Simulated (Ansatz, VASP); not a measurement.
**One calculation of Hf3H, two programs**

INCAR

```
SYSTEM = Hf3H
PREC = Accurate
ENCUT = 520
EDIFF = 1E-6
ISMEAR = 0
SIGMA = 0.1
LREAL = .FALSE.
LASPH = .TRUE.
NELM = 60
ALGO = Normal
ISIF = 2
LWAVE = .FALSE.
LCHARG = .FALSE.
GGA = PE
NBANDS = 24
```

File KPOINTS:

```
Automatic mesh
0
G
  4 4 4
  0 0 0
```

The input POSCAR:

```
Hf3H
1.0
    3.9852675140      0.0000000000      0.0000000000
    0.0000000000      3.9852675140      0.0000000000
    0.0000000000      0.0000000000      3.9852675140
Hf H
3 1
Direct
    0.0000000000      0.5000000000      0.5000000000
    0.5000000000      0.0000000000      0.5000000000
    0.5000000000      0.5000000000      0.0000000000
    0.0000000000      0.0000000000      0.0000000000
```

Input for Ansatz:

```yaml
crystal:
  lattice:
    - [3.985267514, 0.0, 0.0]
    - [0.0, 3.985267514, 0.0]
    - [0.0, 0.0, 3.985267514]
  atoms:
    - { symbol: Hf, position: [0.0, 0.5, 0.5] }
    - { symbol: Hf, position: [0.5, 0.0, 0.5] }
    - { symbol: Hf, position: [0.5, 0.5, 0.0] }
    - { symbol: H, position: [0.0, 0.0, 0.0] }
basis:
  ecutwfc: 420
kpoints:
  mp_grid: { grid: [4, 4, 4] }
hamiltonian:
  xc: pbe
scf:
  occupations: { method: gaussian, width: 0.1 }
  lower_state_search: "off"
output:
  forces: true
  stress: true
  eigenvalues: true
```

Alike in both runs: task single point; functional PBE; k mesh 4 × 4 × 4; occupations gaussian, width 0.1 eV; no spin polarisation.

```csv
,VASP,Ansatz
version,VASP 6.6.1,Ansatz 0.2.0
potentials or method,"VASP PAW PBE potentials, release 64 (Hf_pv, H), cutoff 520 eV","scalar-relativistic, plane waves, PAW"
valence electrons in the cell,31,79
```

Ansatz gave:

```
gap on the k mesh at the Fermi level (eV) : none
pressure (GPa)                            : 21.0
```

Question: What did VASP give for the same quantities?

Answer: gap on the k mesh at the Fermi level (eV): none; pressure (GPa): 20.5.

A gap of «none» marks a metal or a gap that the smearing closes. VASP's potentials hold 31 valence electrons a cell and Ansatz's 79, so a difference there can come from the potentials and not from the codes.

The k mesh is coarse, so the values compare programs but aren't converged. Neither program's run includes spin-orbit coupling.
